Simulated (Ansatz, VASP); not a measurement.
# LiBe in VASP and in Ansatz

The input INCAR:

```
SYSTEM = LiBe
ALGO = Fast
EDIFF = 1E-6
EDIFFG = -0.04
ENCUT = 600
GGA = PE
IBRION = 2
ISIF = 3
ISMEAR = 0
LASPH = .TRUE.
LCHARG = .FALSE.
LREAL = .FALSE.
LWAVE = .FALSE.
NELM = 60
NSW = 90
PREC = Accurate
SIGMA = 0.1
```

KPOINTS

```
k-points
0
G
  6 6 4
  0 0 0
```

The input POSCAR:

```
LiBe
1.0
    3.2591284787      0.0000000000      0.0000000000
   -1.6295642393      2.8224880567      0.0000000000
    0.0000000000      0.0000000000      5.2193818668
Li Be
2 2
Direct
    0.3333333333      0.6666666667      0.0000000000
    0.6666666667      0.3333333333      0.5000000000
    0.3333333333      0.6666666667      0.3821000000
    0.6666666667      0.3333333333      0.8821000000
```

Input for Ansatz:

```yaml
crystal:
  lattice:
    - [3.2591284787, 0.0, 0.0]
    - [-1.6295642393, 2.8224880567, 0.0]
    - [0.0, 0.0, 5.2193818668]
  atoms:
    - { symbol: Li, position: [0.3333333333, 0.6666666667, 0.0] }
    - { symbol: Li, position: [0.6666666667, 0.3333333333, 0.5] }
    - { symbol: Be, position: [0.3333333333, 0.6666666667, 0.3821] }
    - { symbol: Be, position: [0.6666666667, 0.3333333333, 0.8821] }
basis:
  ecutwfc: 420
kpoints:
  mp_grid: { grid: [6, 6, 4] }
hamiltonian:
  xc: pbe
scf:
  occupations: { method: gaussian, width: 0.1 }
  lower_state_search: "off"
output:
  forces: true
  stress: true
  eigenvalues: true
relax:
  adjacent_minimum: "off"
  f_tol: 0.04
  max_steps: 70
  cell: { stress_tol: 0.4 }
```

Alike in both runs: task relaxation of cell and atoms; functional PBE; k mesh 6 × 6 × 4; occupations gaussian, width 0.1 eV; no spin polarisation.

|  | VASP | Ansatz |
| --- | --- | --- |
| version | VASP 6.6.1 | Ansatz 0.2.0 |
| potentials or method | VASP PAW PBE potentials, release 64 (Li_sv, Be), cutoff 600 eV | scalar-relativistic, plane waves, PAW |
| valence electrons in the cell | 10 | 10 |

```csv
,VASP,Ansatz,Ansatz less VASP
"gap on the k mesh at the Fermi level, each at its own relaxed structure (eV)",none,none,-
relaxed volume (Å³/atom),16.60,17.67,+1.077
relaxed length of the cell vector where the two differ most in proportion (Å),4.047,4.160,+0.1130
```

A gap of «none» marks a metal or a gap that the smearing closes. One of these differences is far larger than is usual between the two programs; its cause wasn't traced.

The k mesh is coarse, so the values compare programs but aren't converged. Noted on VASP's run: the cutoff is under 1.25 times that of the potentials, so the pressure is a little rough; the volume moved by over 15 % at a fixed basis, so the end points are rough.
